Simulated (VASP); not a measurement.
A run of VASP 6.6.1:

Contents of INCAR:

```
PREC     = Accurate       # precision mode
ENCUT    = 500            # plane-wave cutoff, eV
EDIFF    = 1E-6           # SCF threshold, eV
ISMEAR   = 0              # smearing method
SIGMA    = 0.1            # smearing width, eV
LREAL    = F              # projectors in reciprocal space
LASPH    = T              # aspherical terms in the spheres
NELM     = 120            # most SCF steps
ALGO     = Normal         # electronic algorithm
ISIF     = 2              # what is computed and relaxed
LWAVE    = F              # write WAVECAR
LCHARG   = F              # write CHGCAR
GGA      = PE             # functional
NBANDS   = 35             # bands
GGA_COMPAT= F
```

KPOINTS

```
regular mesh
0
Gamma
  8 8 4
```

Contents of POSCAR:

```
Cd4Se
1.0
    4.2883253997      0.0000000000      0.0000000000
    0.0000000000      4.2883253997      0.0000000000
    0.0000000000      0.0000000000      7.8971360054
Cd Se
4 1
Direct
    0.5000000000      0.0000000000      0.7846580949
    0.0000000000      0.5000000000      0.2153419051
    0.0000000000      0.0000000000      0.5000000000
    0.5000000000      0.5000000000      0.5000000000
    0.0000000000      0.0000000000      0.0000000000
```

Potentials or basis: VASP PAW PBE potentials, release 64 (Cd, Se).

Launch:

```sh
$ cat potpaw_PBE.64/Cd/POTCAR potpaw_PBE.64/Se/POTCAR > POTCAR
$ mpirun -np 1 vasp_std > vasp.out
```

Hardware: 1 thread of AMD EPYC 7R13 (shared host).

**Question.** Estimate the wall time of this run.

**Answer.** It took 2.9 min on 1 thread of AMD EPYC 7R13, on a shared host, peak memory 0.31 GiB. Counts: scf iterations 13, k points 45.
